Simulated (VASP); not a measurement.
# Ag (Pm-3m) in VASP: a series of runs, part 3 of 3

VASP 6.6.1.

**6. Single point, revPBE (22.49 Å³/atom)**

This run uses another cell than the first one, of 22.49 Å³/atom.

File INCAR:

```
SYSTEM = Ag
PREC = Accurate
ENCUT = 520
EDIFF = 1E-7
ISMEAR = -1
SIGMA = 0.1
LREAL = .FALSE.
LASPH = .TRUE.
NELM = 100
ALGO = Normal
ISIF = 2
LWAVE = .FALSE.
LCHARG = .TRUE.
GGA = RE
LELF = .TRUE.
LVHAR = .TRUE.
NBANDS = 12
```

File KPOINTS:

```
Automatic mesh
0
G
  18 18 18
  0 0 0
```

File POSCAR:

```
Ag
1.0
    2.8226229930      0.0000000000      0.0000000000
    0.0000000000      2.8226229930      0.0000000000
    0.0000000000      0.0000000000      2.8226229930
Ag
1
Direct
    0.0000000000      0.0000000000      0.0000000000
```

Potentials or basis: VASP PAW PBE potentials, release 64 (Ag).

On the command line:

```sh
cat potpaw_PBE.64/Ag/POTCAR > POTCAR
mpirun -np 1 vasp_std > vasp.out
```

OUTCAR:

```text
SYSTEM = Ag
   PREC = Accurate
   ENCUT = 520
   EDIFF = 1E-7
   ISMEAR = -1
   LREAL = .FALSE.
   LASPH = .TRUE.
   NELM = 100
   ISIF = 2
   GGA = RE

 ion  position               nearest neighbor table
   1  0.000  0.000  0.000-

  LATTYP: Found a simple cubic cell.
 ALAT       =     2.8226229930

  Lattice vectors:

 A1 = (   2.8226229930,   0.0000000000,   0.0000000000)
 A2 = (   0.0000000000,   2.8226229930,   0.0000000000)
 A3 = (   0.0000000000,   0.0000000000,   2.8226229930)

Analysis of symmetry for initial positions (statically):
=====================================================================
 Subroutine PRICEL returns:
 Original cell was already a primitive cell.

 Routine SETGRP: Setting up the symmetry group for a
 simple cubic supercell.

 Subroutine GETGRP returns: Found 48 space group operations
 (whereof 48 operations were pure point group operations)
 out of a pool of 48 trial point group operations.

The static configuration has the point symmetry O_h .

Analysis of symmetry for dynamics (positions and initial velocities):
=====================================================================
 Subroutine PRICEL returns:
 Original cell was already a primitive cell.

 Routine SETGRP: Setting up the symmetry group for a
 simple cubic supercell.

 Subroutine GETGRP returns: Found 48 space group operations
 (whereof 48 operations were pure point group operations)
 out of a pool of 48 trial point group operations.

The dynamic configuration has the point symmetry O_h .

 Subroutine INISYM returns: Found 48 space group operations
 (whereof 48 operations are pure point group operations),
 and found     1 'primitive' translations

----------------------------------------------------------------------------------------

                                     Primitive cell

  volume of cell :      22.4884

[... 105 lines left out ...]
     AMIX     =   0.40;   BMIX     =  1.00
     AMIX_MAG =   1.60;   BMIX_MAG =  1.00
  volume/ion in A,a.u.               =      22.49       151.76
  Fermi-wavevector in a.u.,A,eV,Ry     =   1.289891  2.437540 22.637612  1.663818
  Thomas-Fermi vector in A             =   2.421756
   LORBIT       =      0    0 simple, 1 ext, 2 COOP (PROOUT), +10 PAW based schemes
   GGA     = RE    functional components
   LHFCALC =     F    Hartree Fock is set to
   AEXX    =    0.0000 exact exchange contribution
   IVDW    =     0    specifies the selected vdW correction
   LEPSILON=     F    determine dielectric tensor
   LRPA    =     F    only Hartree local field effects (RPA)
 non-spin polarized calculation
  energy-cutoff  :      520.00
  volume of cell :       22.49
 maximum number of plane-waves:       624
 NGX is ok and might be reduce to    24
   NGX = 11   NGY = 11   NGZ = 11

 number of electron      11.0000004 magnetization

 Free energy of the ion-electron system (eV)
  ---------------------------------------------------
  ext. energy  EPLUGINS =         0.00000000
  ---------------------------------------------------
  free energy    TOTEN  =        -1.98904178 eV

  energy without entropy =       -1.98029071  energy(sigma->0) =       -1.98466625

 E-fermi :   5.2420     XC(G=0): -10.4344

 val. band max:        5.1923261502   @ k =   0.5000   0.0556   0.0556
 cond. band min:       5.2717367916   @ k =   0.3333   0.3333   0.1667
 fundamental gap:      0.0794106414
 Fermi energy:         5.2420330802

 k-point     1 :       0.0000    0.0000    0.0000
  band No.  band energies     occupation
      1      -0.6811      2.00000
      2      -0.1519      2.00000
      3      -0.1519      2.00000
      4       2.3691      2.00000
      5       2.3691      2.00000
      6       2.3691      2.00000
      7      18.5743      0.00000
      8      18.5743      0.00000
      9      18.5743      0.00000
     10      23.2495      0.00000
     11      23.2495      0.00000
     12      23.5856      0.00000
[... 331 lines left out ...]
 k-point    24 :       0.3333    0.1111    0.0000
  band No.  band energies     occupation
      1       0.1106      2.00000
      2       0.4182      2.00000
      3       1.4163      2.00000
      4       1.7655      2.00000
      5       2.3294      2.00000
      6       2.7357      2.00000
      7      10.2489      0.00000
      8      18.7911      0.00000
      9      21.9022      0.00000
     10      22.6649      0.00000
     11      24.2805      0.00000
     12      28.4052      0.00000

 [... further k-points ...]
[... 5 lines left out ...]
  --------------------------------------------------------------------------------------
  -------------------------------------------------------------------------------------
  Total       -0.2909390     -0.2909390     -0.2909390     -0.0000000     -0.0000000      0.0000000
  in kB      -20.7278340    -20.7278340    -20.7278340     -0.0000000     -0.0000000      0.0000000
  external PRESSURE =     -20.7278340 kB  Pullay stress =       0.0000000 kB

 VOLUME and BASIS-vectors are now :
 -----------------------------------------------------------------------------
  energy-cutoff  :      520.00
  volume of cell :       22.49
      direct lattice vectors                 reciprocal lattice vectors
     2.822622993  0.000000000  0.000000000     0.354280399  0.000000000  0.000000000
     0.000000000  2.822622993  0.000000000     0.000000000  0.354280399  0.000000000
     0.000000000  0.000000000  2.822622993     0.000000000  0.000000000  0.354280399

 POSITION                                       TOTAL-FORCE (eV/Angst)
 -----------------------------------------------------------------------------------
      0.00000      0.00000      0.00000         0.000000      0.000000      0.000000
 -----------------------------------------------------------------------------------
    total drift:                                0.000000     -0.000000      0.000000

  FREE ENERGIE OF THE ION-ELECTRON SYSTEM (eV)
  ---------------------------------------------------
  free  energy   TOTEN  =        -1.9890417824 eV

  energy  without entropy=       -1.9802907147  energy(sigma->0) =       -1.98466625
```

OSZICAR:

```text
N       E                     dE             d eps       ncg     rms          rms(c)
DAV:   1     0.521852588726E+02    0.52185E+02   -0.52970E+03  5360   0.793E+02
DAV:   2    -0.127519942231E+01   -0.53460E+02   -0.50534E+02  6084   0.183E+02
DAV:   3    -0.212463412326E+01   -0.84943E+00   -0.84894E+00  6220   0.248E+01
DAV:   4    -0.212794469912E+01   -0.33106E-02   -0.33104E-02  5908   0.159E+00
DAV:   5    -0.212798146671E+01   -0.36768E-04   -0.36768E-04  6208   0.155E-01    0.304E+00
DAV:   6    -0.199309795407E+01    0.13488E+00   -0.56828E-01  5892   0.656E+00    0.222E+00
DAV:   7    -0.199013967168E+01    0.29583E-02   -0.40684E-03  5912   0.609E-01    0.130E+00
DAV:   8    -0.198901217507E+01    0.11275E-02   -0.10162E-03  5968   0.263E-01    0.469E-02
DAV:   9    -0.198903284734E+01   -0.20672E-04   -0.14551E-05  5884   0.304E-02    0.171E-02
DAV:  10    -0.198904200345E+01   -0.91561E-05   -0.95914E-06  5960   0.269E-02    0.222E-03
DAV:  11    -0.198904180708E+01    0.19636E-06   -0.17793E-07  5712   0.364E-03    0.858E-04
DAV:  12    -0.198904178237E+01    0.24717E-07   -0.33259E-08  4620   0.129E-03
   1 F= -.19890418E+01 E0= -.19846662E+01  d E =-.875107E-02
```

stdout:

```text
POSCAR found type information on POSCAR Ag
 POSCAR found :  1 types and       1 ions
 scaLAPACK will be used
 -----------------------------------------------------------------------------
|                                                                             |
|                                                                             |
|     You enforced a specific xc type in the INCAR file but a different       |
|     I HOPE YOU KNOW WHAT YOU ARE DOING!                                     |
|                                                                             |
 -----------------------------------------------------------------------------

 LDA part: xc-table for (Slater+PW92), standard interpolation
 POSCAR, INCAR and KPOINTS ok, starting setup
 FFT: planning ... GRIDC
 FFT: planning ... GRID_SOFT
 FFT: planning ... GRID
 WAVECAR not read
 entering main loop
```

Run time: 51 s. Hardware: 1 thread of Intel Xeon 8259CL, shared host; peak memory 0.18 GiB.

Results:

```yaml
Free_energy: -1.9890 eV
Pressure: -2.1 GPa
Band_gap_on_the_k_mesh: zero (an odd number of electrons rules out a gap without spin polarisation)
```

Caveat: the PAW data sets were made with another functional, which shifts forces and pressure a little.

**7. The runs side by side**

```csv
cell,gap on the mesh (eV),pressure (GPa)
"a = 2.670 Å, 1 atom",none,10.2
"a = 2.710 Å, 1 atom",none,5.8
"a = 2.748 Å, 1 atom",none,2.4
"a = 2.786 Å, 1 atom",none,-0.1
"a = 2.823 Å, 1 atom",none,-2.1
```

Alike in all rows: task single point; level revPBE; potentials or basis VASP PAW PBE potentials, release 64 (Ag); no spin polarisation; k mesh 18 × 18 × 18; cutoff (eV) 520; smearing fermi-dirac 0.1 eV.

Caveats: the PAW data sets were made with another functional, which shifts forces and pressure a little; the cell stands under pressure (at least some runs).

Absolute energies hang on the potentials; compare differences alone.
